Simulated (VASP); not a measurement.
# Si2W (I4/mmm) in VASP: a series of runs

Runs on Si2W. Level: PBEsol. Tasks: single point.

All numbers are computed with VASP 6.6.1; they aren't measurements. Logs are shortened: lines on timing, memory, paths and dates and some standing lists are left out, and cuts for length are marked.

### 1 The cell of the first run

It takes space group I4/mmm (No. 139, tetragonal). The conventional cell has a = 3.212 Å, b = 3.212 Å, c = 7.880 Å, α = 90.00°, β = 90.00°, γ = 90.00°. Within 3.5 Å of Si (site symmetry 4mm) lie 9 Si at 2.62 to 3.21 Å and 5 W at 2.62 Å. Within 3.5 Å of W (site symmetry 4/mmm) lie 10 Si at 2.62 Å and 4 W at 3.21 Å.

### 2 Single point, PBEsol

Input file INCAR:

```
SYSTEM = Si2W
PREC = Accurate
ENCUT = 520
EDIFF = 1E-7
ISMEAR = 0
SIGMA = 0.1
LREAL = .False.
LASPH = .True.
NELM = 100
ALGO = Normal
ISIF = 2
LWAVE = .False.
LCHARG = .False.
GGA = PS
NBANDS = 18
```

Input file KPOINTS:

```
regular mesh
0
Gamma
  8 8 8
  0 0 0
```

Input file POSCAR:

```
Si2W
1.0
   -1.6060000000      1.6060000000      3.9400000000
    1.6060000000     -1.6060000000      3.9400000000
    1.6060000000      1.6060000000     -3.9400000000
Si W
2 1
Direct
    0.3330000000      0.3330000000      0.0000000000
    0.6670000000      0.6670000000      0.0000000000
    0.0000000000      0.0000000000      0.0000000000
```

Potentials or basis: VASP PAW PBE potentials, release 64 (Si, W_sv).

Command:

```bash
cat potpaw_PBE.64/Si/POTCAR potpaw_PBE.64/W_sv/POTCAR > POTCAR
mpirun -np 1 vasp_std > vasp.out
```

OUTCAR:

```text
SYSTEM = Si2W
   PREC = Accurate
   ENCUT = 520
   EDIFF = 1E-7
   ISMEAR = 0
   LREAL = .False.
   LASPH = .True.
   NELM = 100
   ISIF = 2
   GGA = PS

 ion  position               nearest neighbor table
   1  0.333  0.333  0.000-   2 2.62   2 2.62   2 2.62   2 2.62   3 2.62   3 2.62   3 2.62   3 2.62
                             3 2.62   2 2.63
   2  0.667  0.667  0.000-   1 2.62   1 2.62   1 2.62   1 2.62   3 2.62   3 2.62   3 2.62   3 2.62
                             3 2.62   1 2.63
   3  0.000  0.000  0.000-   1 2.62   2 2.62   2 2.62   1 2.62   2 2.62   2 2.62   2 2.62   1 2.62
                             1 2.62   1 2.62

  LATTYP: Found a body centered tetragonal cell.
 ALAT       =     3.2120000000
 C/A-ratio  =     2.4533001245

  Lattice vectors:

 A1 = (  -1.6060000000,   1.6060000000,   3.9400000000)
 A2 = (   1.6060000000,  -1.6060000000,   3.9400000000)
 A3 = (   1.6060000000,   1.6060000000,  -3.9400000000)

Analysis of symmetry for initial positions (statically):
=====================================================================
 Subroutine PRICEL returns:
 Original cell was already a primitive cell.

 Routine SETGRP: Setting up the symmetry group for a
 body centered tetragonal supercell.

 Subroutine GETGRP returns: Found 16 space group operations
 (whereof 16 operations were pure point group operations)
 out of a pool of 16 trial point group operations.

The static configuration has the point symmetry D_4h.

Analysis of symmetry for dynamics (positions and initial velocities):
=====================================================================
 Subroutine PRICEL returns:
 Original cell was already a primitive cell.

 Routine SETGRP: Setting up the symmetry group for a
 body centered tetragonal supercell.

 Subroutine GETGRP returns: Found 16 space group operations
 (whereof 16 operations were pure point group operations)
 out of a pool of 16 trial point group operations.

The dynamic configuration has the point symmetry D_4h.

 Subroutine INISYM returns: Found 16 space group operations
 (whereof 16 operations are pure point group operations),
 and found     1 'primitive' translations

----------------------------------------------------------------------------------------

                                     Primitive cell

  volume of cell :      40.6488

  direct lattice vectors                    reciprocal lattice vectors
    -1.606000000  1.606000000  3.940000000     0.000000000  0.311332503  0.126903553
     1.606000000 -1.606000000  3.940000000     0.311332503  0.000000000  0.126903553
     1.606000000  1.606000000 -3.940000000     0.311332503  0.311332503  0.000000000

  length of vectors
     4.547754611  4.547754611  4.547754611     0.336202973  0.336202973  0.440290648

  position of ions in fractional coordinates (direct lattice)
     0.333000000  0.333000000  0.000000000
     0.667000000  0.667000000  0.000000000
     0.000000000  0.000000000  0.000000000

  ion indices of the primitive-cell ions
   primitive index   ion index
                 1           1
                 2           2
                 3           3

----------------------------------------------------------------------------------------

 KPOINTS: regular mesh

Automatic generation of k-mesh.
 Grid dimensions read from file:
 generate k-points for:    8    8    8

 Generating k-lattice:

  Cartesian coordinates                     Fractional coordinates (reciprocal lattice)
     0.000000000  0.038916563  0.015862944     0.125000000 -0.000000000  0.000000000
     0.038916563  0.000000000  0.015862944    -0.000000000  0.125000000  0.000000000
     0.038916563  0.038916563  0.000000000     0.000000000  0.000000000  0.125000000

  Length of vectors
     0.042025372  0.042025372  0.055036331

  Shift w.r.t. Gamma in fractional coordinates (k-lattice)
     0.000000000  0.000000000  0.000000000

 Subroutine IBZKPT returns following result:
 ===========================================

 Found     59 irreducible k-points:

 Following reciprocal coordinates:
            Coordinates               Weight
  0.000000  0.000000  0.000000      1.000000
  0.125000  0.000000 -0.000000      8.000000
  0.250000  0.000000 -0.000000      8.000000
  0.375000  0.000000  0.000000      8.000000
  0.500000  0.000000 -0.000000      4.000000
  0.125000  0.125000 -0.000000      8.000000
[... 16 lines left out ...]
  0.250000  0.125000  0.125000     16.000000
  0.375000  0.125000  0.125000      8.000000
 [... further k-points ...]
   k-points           NKPTS =     59   k-points in BZ     NKDIM =     59   number of bands    NBANDS=     18
   number of dos      NEDOS =    301   number of ions     NIONS =      3
   total plane-waves  NPLWV =  46656
   dimension x,y,z NGX =    36 NGY =   36 NGZ =   36
   dimension x,y,z NGXF=    72 NGYF=   72 NGZF=   72
   ions per type =               2   1
   NGX,Y,Z   is equivalent  to a cutoff of  13.16, 13.16, 13.16 a.u.
   NGXF,Y,Z  is equivalent  to a cutoff of  26.32, 26.32, 26.32 a.u.
 SYSTEM =  Si2W
   PREC   = accura    normal or accurate (medium, high low for compatibility)
   ISTART =      0    job   : 0-new  1-cont  2-samecut
   ICHARG =      2    charge: 1-file 2-atom 10-const
   ISPIN  =      1    spin polarized calculation?
   LNONCOLLINEAR =      F non collinear calculations
   LSORBIT =      F    spin-orbit coupling
   LASPH  =      T    aspherical Exc in radial PAW
   ENCUT  =  520.0 eV  38.22 Ry    6.18 a.u.   8.46  8.46  8.46*2*pi/ulx,y,z
   NELM   =    100;   NELMIN=  2; NELMDL= -5     # of ELM steps
   EDIFF  = 0.1E-06   stopping-criterion for ELM
   LREAL  =      F    real-space projection
   EDIFFG = 0.1E-05   stopping-criterion for IOM
   NSW    =      0    number of steps for IOM
   IBRION =     -1    ionic relax: 0-MD 1-quasi-New 2-CG
   NFREE  =      0    steps in history (QN), initial steepest desc. (CG)
   ISIF   =      2    stress and relaxation
   ISYM   =      2    0-nonsym 1-usesym 2-fastsym
   POTIM  = 0.5000    time-step for ionic-motion
   TEBEG  =    0.0;   TEEND  =   0.0 temperature during run
   PSTRESS=    0.0 pullay stress
   NELECT =      22.0000    total number of electrons
   NUPDOWN=      -1.0000    fix difference up-down
   EMIN   =  10.00;   EMAX   =-10.00  energy-range for DOS
   EFERMI =   0.00;   METHOD = LEGACY
   ISMEAR =     0;   SIGMA  =   0.10  broadening in eV -4-tet -1-fermi 0-gaus
   EFERMI_NEDOS =   21; number of points for ismear=-14 and -15
   IALGO  =     38    algorithm
   IMIX   =      4    mixing-type and parameters
     AMIX     =   0.40;   BMIX     =  1.00
     AMIX_MAG =   1.60;   BMIX_MAG =  1.00
  volume/ion in A,a.u.               =      13.55        91.44
  Fermi-wavevector in a.u.,A,eV,Ry     =   1.334136  2.521151 24.217250  1.779918
  Thomas-Fermi vector in A             =   2.462940
   LORBIT       =      0    0 simple, 1 ext, 2 COOP (PROOUT), +10 PAW based schemes
   GGA     = PS    functional components
   LHFCALC =     F    Hartree Fock is set to
   AEXX    =    0.0000 exact exchange contribution
   IVDW    =     0    specifies the selected vdW correction
   LEPSILON=     F    determine dielectric tensor
   LRPA    =     F    only Hartree local field effects (RPA)
 non-spin polarized calculation
 Gauss-broadening in eV      SIGMA  =   0.10
  energy-cutoff  :      520.00
  volume of cell :       40.65
 maximum number of plane-waves:      1116
 NGX is ok and might be reduce to    36
   NGX = 17   NGY = 17   NGZ = 17

 number of electron      21.9999999 magnetization

 Free energy of the ion-electron system (eV)
  ---------------------------------------------------
  ext. energy  EPLUGINS =         0.00000000
  ---------------------------------------------------
  free energy    TOTEN  =       -26.63034662 eV

  energy without entropy =      -26.62803161  energy(sigma->0) =      -26.62918911

 E-fermi :  11.6992     XC(G=0): -12.5830

 val. band max:       11.6882564470   @ k =  -0.3750   0.5000   0.3750
 cond. band min:      11.7714235262   @ k =   0.2500   0.2500   0.2500
 fundamental gap:      0.0831670793
 Fermi energy:        11.6992448792

 k-point     1 :       0.0000    0.0000    0.0000
  band No.  band energies     occupation
      1     -62.0262      2.00000
      2     -26.3036      2.00000
      3     -26.2517      2.00000
      4     -26.2517      2.00000
      5      -2.2564      2.00000
      6       4.9879      2.00000
[... 10 lines left out ...]
     17      17.3696      0.00000
     18      17.3696      0.00000

 k-point     2 :       0.1250    0.0000   -0.0000
  band No.  band energies     occupation
      1     -62.0251      2.00000
      2     -26.3012      2.00000
      3     -26.2841      2.00000
      4     -26.2488      2.00000
      5      -1.9609      2.00000
      6       4.9967      2.00000
[... 10 lines left out ...]
     17      17.5182      0.00000
     18      18.3435      0.00000

 k-point     3 :       0.2500    0.0000   -0.0000
  band No.  band energies     occupation
      1     -62.0224      2.00000
      2     -26.3617      2.00000
      3     -26.2951      2.00000
      4     -26.2417      2.00000
      5      -1.1071      2.00000
      6       4.6915      2.00000
[... 10 lines left out ...]
     17      18.8006      0.00000
     18      20.3794      0.00000

 k-point     4 :       0.3750    0.0000    0.0000
  band No.  band energies     occupation
      1     -62.0197      2.00000
      2     -26.4381      2.00000
      3     -26.2891      2.00000
      4     -26.2346      2.00000
      5       0.2102      2.00000
      6       3.4896      2.00000
[... 375 lines left out ...]
      4     -26.2844      2.00000
      5      -0.2229      2.00000
      6       4.9913      2.00000
[... 10 lines left out ...]
     17      16.9183      0.00000
     18      20.1776      0.00000

 k-point    23 :       0.2500    0.1250    0.1250
  band No.  band energies     occupation
      1     -62.0159      2.00000
      2     -26.4236      2.00000
      3     -26.3398      2.00000
      4     -26.2779      2.00000
      5       0.9594      2.00000
      6       3.9323      2.00000
[... 10 lines left out ...]
     17      18.1353      0.00000
     18      20.1354      0.00000

 k-point    24 :       0.3750    0.1250    0.1250
  band No.  band energies     occupation
      1     -62.0148      2.00000
      2     -26.4541      2.00000
      3     -26.3361      2.00000
      4     -26.2753      2.00000
      5       2.2273      2.00000
      6       2.6206      2.00000
[... 10 lines left out ...]
     17      18.6825      0.00000
     18      20.2051      0.00000

 [... further k-points ...]

------------------------ aborting loop because EDIFF is reached ----------------------------------------

  FORCE on cell =-STRESS in cart. coord.  units (eV):
  Direction    XX          YY          ZZ          XY          YZ          ZX
  --------------------------------------------------------------------------------------
  -------------------------------------------------------------------------------------
  Total       -0.5527033     -0.5527033     -1.3250741      0.0000000     -0.0000000      0.0000000
  in kB      -21.7848893    -21.7848893    -52.2280058      0.0000000     -0.0000000      0.0000000
  external PRESSURE =     -31.9325948 kB  Pullay stress =       0.0000000 kB

 VOLUME and BASIS-vectors are now :
 -----------------------------------------------------------------------------
  energy-cutoff  :      520.00
  volume of cell :       40.65
      direct lattice vectors                 reciprocal lattice vectors
    -1.606000000  1.606000000  3.940000000     0.000000000  0.311332503  0.126903553
     1.606000000 -1.606000000  3.940000000     0.311332503  0.000000000  0.126903553
     1.606000000  1.606000000 -3.940000000     0.311332503  0.311332503  0.000000000

 POSITION                                       TOTAL-FORCE (eV/Angst)
 -----------------------------------------------------------------------------------
      0.00000      0.00000      2.62404         0.000000      0.000000      0.298516
      0.00000      0.00000      5.25596         0.000000      0.000000     -0.298516
      0.00000      0.00000      0.00000        -0.000000     -0.000000     -0.000000
 -----------------------------------------------------------------------------------
    total drift:                                0.000000      0.000000     -0.000000

  FREE ENERGIE OF THE ION-ELECTRON SYSTEM (eV)
  ---------------------------------------------------
  free  energy   TOTEN  =       -26.6303466207 eV

  energy  without entropy=      -26.6280316074  energy(sigma->0) =      -26.62918911
```

Wall time 32 s (1 thread of Intel Xeon 6975P-C (Granite Rapids), shared host); peak memory 0.22 GiB.

Results:

```yaml
Free_energy: -26.6303 eV
Pressure: -3.2 GPa
Largest_force: 0.299 eV/Å
Band_gap_on_the_k_mesh: zero (band 11 reaches 12.56 eV, above the bottom of band 12 at 11.29 eV)
```

Forces in eV/Å, atoms in the order of the input:
```
Si   0.000  0.000  0.299
Si   0.000  0.000 -0.299
W    0.000  0.000  0.000
```

Levels at points of the mesh, in eV from the Fermi level:
```tsv
k point	band 7	band 8	band 9	band 10	band 11	band 12	band 13	band 14	band 15	band 16
(0.00, 0.00, 0.00)	-3.72	-3.21	-2.74	-2.74	0.78	2.79	2.95	3.31	3.31	4.62
(0.50, 0.00, 0.00)	-5.62	-4.73	-2.71	-2.59	-0.33	2.81	2.85	4.03	4.41	5.20
(0.50, 0.50, 0.00)	-5.92	-5.44	-4.94	-3.18	-1.58	2.75	3.07	3.21	3.85	4.43
(0.50, 0.50, 0.50)	-3.72	-2.55	-0.73	-0.73	-0.41	-0.41	0.95	4.43	4.92	6.09
```

Caveat: the PAW data sets were made with another functional, which shifts forces and pressure a little; spin-orbit coupling is left out, which moves the levels of the heavy elements.

### 3 Single point, PBEsol

This run uses another cell than the first one, of 13.36 Å³/atom, 0.986 times its volume.

INCAR: that of step 2 with these lines changed.

```diff
@@ -3,3 +3,3 @@
 ENCUT = 520
-EDIFF = 1E-7
+EDIFF = 1E-6
 ISMEAR = 0
```

Input file KPOINTS:

```
Automatic mesh
0
Gamma
  18 18 18
  0 0 0
```

Input file POSCAR:

```
Si2W
1.0
   -1.6012497814      1.6012497814      3.9078662637
    1.6012497814     -1.6012497814      3.9078662637
    1.6012497814      1.6012497814     -3.9078662637
Si W
2 1
Direct
    0.3344989449      0.3344989449      0.0000000000
    0.6655010551      0.6655010551      0.0000000000
    0.0000000000      0.0000000000      0.0000000000
```

Potentials or basis: VASP PAW PBE potentials, release 64 (Si, W_sv).

Command:

```bash
cat potpaw_PBE.64/Si/POTCAR potpaw_PBE.64/W_sv/POTCAR > POTCAR
mpirun -np 1 vasp_std > vasp.out
```

Wall time 7.9 min (1 thread of Intel Xeon Platinum 8375C at 2.90GHz (Ice Lake), shared host); peak memory 0.45 GiB.

Results (log left out):

- Free energy: -26.6407 eV
- Pressure: 0.3 GPa
- Band gap on the k mesh: zero (band 11 reaches 12.75 eV, above the bottom of band 12 at 11.45 eV)

Levels at points of the mesh, in eV from the Fermi level:
| k point | band 8 | band 9 | band 10 | band 11 | band 12 | band 13 | band 14 | band 15 |
| --- | --- | --- | --- | --- | --- | --- | --- | --- |
| (0.00, 0.00, 0.00) | -3.40 | -2.86 | -2.86 | 0.63 | 2.82 | 2.87 | 3.13 | 3.13 |
| (0.50, 0.00, 0.00) | -4.88 | -2.81 | -2.81 | -0.45 | 2.73 | 2.82 | 3.96 | 4.48 |
| (0.50, 0.50, 0.00) | -5.47 | -5.05 | -3.30 | -1.75 | 2.83 | 3.00 | 3.16 | 3.91 |
| (0.50, 0.50, 0.50) | -2.62 | -0.82 | -0.82 | -0.51 | -0.51 | 0.81 | 4.53 | 4.99 |

Caveat: the PAW data sets were made with another functional, which shifts forces and pressure a little; spin-orbit coupling is left out, which moves the levels of the heavy elements.
